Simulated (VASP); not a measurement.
# SbS4 (P-43m) in VASP: a series of runs, part 2 of 3

VASP 6.6.1.

### 4 Relaxation of cell and atoms, PBE

This run uses another cell than the first one, of 27.19 Å³/atom, 1.202 times its volume.

Contents of INCAR:

```
PREC = Accurate ; ENCUT = 600
EDIFF = 1E-7 ; ISMEAR = 0
SIGMA = 0.1 ; LREAL = False
LASPH = True ; NELM = 60
ALGO = Normal ; ISIF = 3
LWAVE = False ; LCHARG = False
GGA = PE ; IBRION = 2
NSW = 90 ; EDIFFG = -0.04
```

Contents of KPOINTS:

```
regular mesh
0
Gamma
  4 4 4
```

Contents of POSCAR:

```
SbS4
1.0
    5.1416883000      0.0000000000      0.0000000000
    0.0000000000      5.1416883000      0.0000000000
    0.0000000000      0.0000000000      5.1416883000
Sb S
1 4
Direct
    0.0000000000      0.0000000000      0.0000000000
    0.2500000000      0.2500000000      0.2500000000
    0.7500000000      0.7500000000      0.2500000000
    0.2500000000      0.7500000000      0.7500000000
    0.7500000000      0.2500000000      0.7500000000
```

Potentials or basis: VASP PAW PBE potentials, release 64 (Sb, S).

Command:

```
> cat potpaw_PBE.64/Sb/POTCAR potpaw_PBE.64/S/POTCAR > POTCAR
> mpirun -np 1 vasp_std > vasp.out
```

OUTCAR:

```text
PREC = Accurate
   ENCUT = 600
   EDIFF = 1E-7
   ISMEAR = 0
   LREAL = False
   LASPH = True
   NELM = 60
   ISIF = 3
   GGA = PE
   IBRION = 2
   NSW = 90
   EDIFFG = -0.04

 ion  position               nearest neighbor table
   1  0.000  0.000  0.000-   2 2.23   3 2.23   4 2.23   5 2.23
   2  0.250  0.250  0.250-   1 2.23
   3  0.750  0.750  0.250-   1 2.23
   4  0.250  0.750  0.750-   1 2.23
   5  0.750  0.250  0.750-   1 2.23

  LATTYP: Found a simple cubic cell.
 ALAT       =     5.1416883000

  Lattice vectors:

 A1 = (   5.1416883000,   0.0000000000,   0.0000000000)
 A2 = (   0.0000000000,   5.1416883000,   0.0000000000)
 A3 = (   0.0000000000,   0.0000000000,   5.1416883000)

Analysis of symmetry for initial positions (statically):
=====================================================================
 Subroutine PRICEL returns:
 Original cell was already a primitive cell.

 Routine SETGRP: Setting up the symmetry group for a
 simple cubic supercell.

 Subroutine GETGRP returns: Found 24 space group operations
 (whereof 24 operations were pure point group operations)
 out of a pool of 48 trial point group operations.

The static configuration has the point symmetry T_d .

Analysis of symmetry for dynamics (positions and initial velocities):
=====================================================================
 Subroutine PRICEL returns:
 Original cell was already a primitive cell.

 Routine SETGRP: Setting up the symmetry group for a
 simple cubic supercell.

 Subroutine GETGRP returns: Found 24 space group operations
 (whereof 24 operations were pure point group operations)
 out of a pool of 48 trial point group operations.

The dynamic configuration has the point symmetry T_d .

[... 120 lines left out ...]
 conjugate gradient relaxation of ions
 non-spin polarized calculation
 Gauss-broadening in eV      SIGMA  =   0.10
  energy-cutoff  :      600.00
  volume of cell :      135.93
 maximum number of plane-waves:      4632
 NGX is ok and might be reduce to    42
   NGX = 21   NGY = 21   NGZ = 21

--------------------------------------- Ionic step        1  -------------------------------------------

 number of electron      29.0000004 magnetization

 Free energy of the ion-electron system (eV)
  ---------------------------------------------------
  ext. energy  EPLUGINS =         0.00000000
  ---------------------------------------------------
  free energy    TOTEN  =       -16.33848349 eV

  energy without entropy =      -16.27923275  energy(sigma->0) =      -16.30885812

------------------------ aborting loop because EDIFF is reached ----------------------------------------

  FORCE on cell =-STRESS in cart. coord.  units (eV):
  Direction    XX          YY          ZZ          XY          YZ          ZX
  --------------------------------------------------------------------------------------
  -------------------------------------------------------------------------------------
  Total        6.1752557      6.1752557      6.1752557      0.0000000     -0.0000000      0.0000000
  in kB       72.7860733     72.7860733     72.7860733      0.0000000     -0.0000000      0.0000000
  external PRESSURE =      72.7860733 kB  Pullay stress =       0.0000000 kB
[... 98 lines left out ...]
  FREE ENERGIE OF THE ION-ELECTRON SYSTEM (eV)
  ---------------------------------------------------
  free  energy   TOTEN  =       -16.8709932579 eV

  energy  without entropy=      -16.8012679460  energy(sigma->0) =      -16.83613060

 E-fermi :   2.3986     XC(G=0):  -8.7414

 val. band max:        2.3760733281   @ k =   0.5000   0.2500   0.2500
 cond. band min:       2.4132412777   @ k =   0.5000   0.2500   0.2500
 fundamental gap:      0.0371679495
 Fermi energy:         2.3985817646

 k-point     1 :       0.0000    0.0000    0.0000
  band No.  band energies     occupation
      1     -11.3217      2.00000
      2      -8.9385      2.00000
      3      -8.9385      2.00000
      4      -8.9385      2.00000
      5      -5.4711      2.00000
      6      -0.5992      2.00000
[... 187 lines left out ...]
      5      -5.4848      2.00000
      6      -1.7788      2.00000
[... 10 lines left out ...]
     17       3.5749      0.00000
     18       7.2477      0.00000

[... ionic steps 4 to 13 ...]

--------------------------------------- Ionic step       14  -------------------------------------------

 number of electron      28.9999998 magnetization

------------------------ aborting loop because EDIFF is reached ----------------------------------------
[... 73 lines left out ...]
--------------------------------------- Ionic step       16  -------------------------------------------

 number of electron      28.9999998 magnetization

 Free energy of the ion-electron system (eV)
  ---------------------------------------------------
  ext. energy  EPLUGINS =         0.00000000
  ---------------------------------------------------
  free energy    TOTEN  =       -17.30966442 eV

  energy without entropy =      -17.28829711  energy(sigma->0) =      -17.29898077

 E-fermi :   4.4033     XC(G=0):  -9.5973

 val. band max:        4.3788507081   @ k =   0.2500   0.2500   0.2500
 cond. band min:       4.5332279575   @ k =   0.5000   0.5000   0.2500
 fundamental gap:      0.1543772494
 Fermi energy:         4.4033338624

 k-point     1 :       0.0000    0.0000    0.0000
  band No.  band energies     occupation
      1      -9.9619      2.00000
      2      -7.0459      2.00000
      3      -7.0459      2.00000
      4      -7.0459      2.00000
      5      -4.6093      2.00000
      6       0.8434      2.00000
[... 231 lines left out ...]
  FREE ENERGIE OF THE ION-ELECTRON SYSTEM (eV)
  ---------------------------------------------------
  free  energy   TOTEN  =       -17.3096644218 eV

  energy  without entropy=      -17.2882971134  energy(sigma->0) =      -17.29898077

 reached required accuracy - stopping structural energy minimisation
```

OSZICAR:

```text
N       E                     dE             d eps       ncg     rms          rms(c)
DAV:   1     0.190554415110E+03    0.19055E+03   -0.12307E+04   360   0.145E+03
DAV:   2    -0.216455855546E+01   -0.19272E+03   -0.19070E+03   520   0.232E+02
DAV:   3    -0.165454843180E+02   -0.14381E+02   -0.14258E+02   430   0.749E+01
[... 190 lines left out ...]
DAV:   4    -0.173096754810E+02    0.71438E-04   -0.20773E-04   406   0.863E-02    0.368E-02
DAV:   5    -0.173096690578E+02    0.64232E-05   -0.14234E-05   392   0.242E-02    0.172E-02
DAV:   6    -0.173096649029E+02    0.41549E-05   -0.44267E-06   398   0.125E-02    0.618E-03
DAV:   7    -0.173096644716E+02    0.43128E-06   -0.38030E-07   362   0.367E-03    0.168E-03
DAV:   8    -0.173096644218E+02    0.49801E-07   -0.58565E-08   192   0.162E-03
  16 F= -.17309664E+02 E0= -.17298981E+02  d E =-.339671E-02
```

It took 5 min on 1 thread of Intel Xeon Platinum 8488C (Sapphire Rapids), shared host; peak memory 0.28 GiB.

What came out:

* Free energy: -17.3097 eV
* Relaxed volume: 22.57 Å³/atom
* Relaxed cell: a = 4.833 Å, b = 4.833 Å, c = 4.833 Å, α = 90.00°, β = 90.00°, γ = 90.00°
* Space group after relaxing (to 0.05 Å): P-43m (No. 215)
* Energy gained by relaxing: 194.2 meV/atom
* Ionic steps: 16
* Pressure after relaxing: 0.1 GPa

Step by step:
| step | energy change (eV) | largest force (eV/Å) | pressure (GPa) | volume (Å³) |
| --- | --- | --- | --- | --- |
| 1 | 0.0000 | 2.6924 | 7.28 | 135.93 |
| 2 | -0.0238 | 1.0773 | -6.30 | 161.70 |
| 3 | -0.5325 | 0.2865 | -1.41 | 147.45 |
| 4 | -0.5332 | 0.3414 | -1.21 | 147.07 |
| 5 | -0.5332 | 0.3750 | -1.09 | 146.84 |
| 6 | -0.5828 | 0.3952 | -1.01 | 143.47 |
| 7 | -0.7227 | 0.4755 | -0.48 | 133.65 |
| 8 | -0.8722 | 0.6149 | 2.56 | 115.39 |
| 9 | -0.9002 | 0.4623 | 2.07 | 114.74 |
| 10 | -0.9472 | 0.2409 | 1.20 | 112.97 |
| 11 | -0.9439 | 0.2180 | 0.76 | 109.47 |
| 12 | -0.9663 | 0.1149 | 0.91 | 111.56 |
| 13 | -0.9674 | 0.0109 | 0.78 | 110.90 |
| 14 | -0.9678 | 0.0465 | 0.82 | 111.13 |
| 15 | -0.9705 | 0.0404 | 0.42 | 112.05 |
| 16 | -0.9712 | 0.0338 | 0.09 | 112.87 |

Final structure:
```
Sb S
1.0
     4.83270    0.00000    0.00000
     0.00000    4.83270    0.00000
     0.00000    0.00000    4.83270
Sb S
1 4
Direct
  0.00000 0.00000 0.00000
  0.28952 0.28952 0.28952
  0.71048 0.71048 0.28952
  0.28952 0.71048 0.71048
  0.71048 0.28952 0.71048
```

Levels at points of the mesh, in eV from the Fermi level:
```tsv
k point	band 11	band 12	band 13	band 14	band 15	band 16	band 17	band 18
(0.00, 0.00, 0.00)	-0.66	-0.53	-0.53	-0.53	0.41	0.41	0.41	2.87
(0.50, 0.00, 0.00)	-1.88	-1.85	-0.67	-0.67	-0.23	-0.23	2.41	3.15
(0.50, 0.50, 0.00)	-2.38	-2.24	-0.28	-0.09	-0.09	0.75	2.71	3.20
(0.50, 0.50, 0.50)	-0.78	-0.31	-0.09	-0.09	0.59	0.59	0.59	4.06
```

Caveat: the volume moved by over 15 % at a fixed basis, so the end points are rough; spin-orbit coupling is left out, which moves the levels of the heavy elements.

### 5 Single point, PBE

This run uses another cell than the first one, of 22.83 Å³/atom, 1.009 times its volume.

Contents of INCAR:

```
PREC = Accurate
ENCUT = 520
EDIFF = 1E-6
ISMEAR = 0
SIGMA = 0.1
LREAL = False
LASPH = True
NELM = 60
ALGO = Normal
ISIF = 2
LWAVE = False
LCHARG = False
GGA = PE
NBANDS = 22
```

Contents of KPOINTS:

```
Automatic mesh
0
Gamma
  8 8 8
```

Contents of POSCAR:

```
SbS4
1.0
    4.8505857254      0.0000000000      0.0000000000
    0.0000000000      4.8505857254      0.0000000000
    0.0000000000      0.0000000000      4.8505857254
Sb S
1 4
Direct
    0.0000000000      0.0000000000      0.0000000000
    0.2859821920      0.2859821920      0.2859821920
    0.7140178080      0.7140178080      0.2859821920
    0.2859821920      0.7140178080      0.7140178080
    0.7140178080      0.2859821920      0.7140178080
```

Potentials or basis: VASP PAW PBE potentials, release 64 (Sb, S).

Command:

```
> cat potpaw_PBE.64/Sb/POTCAR potpaw_PBE.64/S/POTCAR > POTCAR
> mpirun -np 1 vasp_std > vasp.out
```

OUTCAR:

```text
PREC = Accurate
   ENCUT = 520
   EDIFF = 1E-6
   ISMEAR = 0
   LREAL = False
   LASPH = True
   NELM = 60
   ISIF = 2
   GGA = PE

 ion  position               nearest neighbor table
   1  0.000  0.000  0.000-   2 2.40   3 2.40   4 2.40   5 2.40
   2  0.286  0.286  0.286-   1 2.40
   3  0.714  0.714  0.286-   1 2.40
   4  0.286  0.714  0.714-   1 2.40
   5  0.714  0.286  0.714-   1 2.40

  LATTYP: Found a simple cubic cell.
 ALAT       =     4.8505857254

  Lattice vectors:

 A1 = (   4.8505857254,   0.0000000000,   0.0000000000)
 A2 = (   0.0000000000,   4.8505857254,   0.0000000000)
 A3 = (   0.0000000000,   0.0000000000,   4.8505857254)

Analysis of symmetry for initial positions (statically):
=====================================================================
 Subroutine PRICEL returns:
 Original cell was already a primitive cell.

 Routine SETGRP: Setting up the symmetry group for a
 simple cubic supercell.

[... 165 lines left out ...]
  ---------------------------------------------------
  ext. energy  EPLUGINS =         0.00000000
  ---------------------------------------------------
  free energy    TOTEN  =       -17.30347381 eV

  energy without entropy =      -17.27409846  energy(sigma->0) =      -17.28878614

 E-fermi :   4.2134     XC(G=0):  -9.5408

 val. band max:        4.2080741424   @ k =   0.2500   0.2500   0.1250
 cond. band min:       4.2246255259   @ k =   0.5000   0.3750   0.2500
 fundamental gap:      0.0165513835
 Fermi energy:         4.2133863484

 k-point     1 :       0.0000    0.0000    0.0000
  band No.  band energies     occupation
      1     -10.0647      2.00000
      2      -7.2136      2.00000
      3      -7.2136      2.00000
      4      -7.2136      2.00000
      5      -4.6408      2.00000
      6       0.7652      2.00000
[... 589 lines left out ...]
     21      11.9260      0.00000
     22      12.7918      0.00000

 [... further k-points ...]
[... 5 lines left out ...]
  --------------------------------------------------------------------------------------
  -------------------------------------------------------------------------------------
  Total       -0.0011419     -0.0011419     -0.0011419     -0.0000000      0.0000000     -0.0000000
  in kB       -0.0160305     -0.0160305     -0.0160305     -0.0000000      0.0000000     -0.0000000
  external PRESSURE =      -0.0160305 kB  Pullay stress =       0.0000000 kB

 VOLUME and BASIS-vectors are now :
 -----------------------------------------------------------------------------
  energy-cutoff  :      520.00
  volume of cell :      114.13
      direct lattice vectors                 reciprocal lattice vectors
     4.850585725  0.000000000  0.000000000     0.206160669  0.000000000  0.000000000
     0.000000000  4.850585725  0.000000000     0.000000000  0.206160669  0.000000000
     0.000000000  0.000000000  4.850585725     0.000000000  0.000000000  0.206160669

 POSITION                                       TOTAL-FORCE (eV/Angst)
 -----------------------------------------------------------------------------------
      0.00000      0.00000      0.00000         0.000000     -0.000000      0.000000
      1.38718      1.38718      1.38718        -0.000312     -0.000312     -0.000312
      3.46340      3.46340      1.38718         0.000312      0.000312     -0.000312
      1.38718      3.46340      3.46340        -0.000312      0.000312      0.000312
      3.46340      1.38718      3.46340         0.000312     -0.000312      0.000312
 -----------------------------------------------------------------------------------
    total drift:                               -0.000000     -0.000000     -0.000000

  FREE ENERGIE OF THE ION-ELECTRON SYSTEM (eV)
  ---------------------------------------------------
  free  energy   TOTEN  =       -17.3034738104 eV

  energy  without entropy=      -17.2740984630  energy(sigma->0) =      -17.28878614
```

Wall time 50 s (1 thread of Intel Xeon Platinum 8488C (Sapphire Rapids), shared host); peak memory 0.24 GiB.

What came out:

- Free energy: -17.3035 eV
- Pressure: 0.0 GPa

Levels at points of the mesh, in eV from the Fermi level:
```tsv
k point	band 13	band 14	band 15	band 16	band 17	band 18
(0.00, 0.00, 0.00)	-0.53	-0.36	0.49	0.49	0.49	2.92
(0.50, 0.00, 0.00)	-0.63	-0.63	-0.23	-0.23	2.54	3.31
(0.50, 0.50, 0.00)	-0.16	-0.11	-0.11	0.71	2.81	3.42
(0.50, 0.50, 0.50)	0.01	0.01	0.58	0.58	0.58	4.23
```

Caveat: spin-orbit coupling is left out, which moves the levels of the heavy elements.

(Part 2 of 3 ends here.)
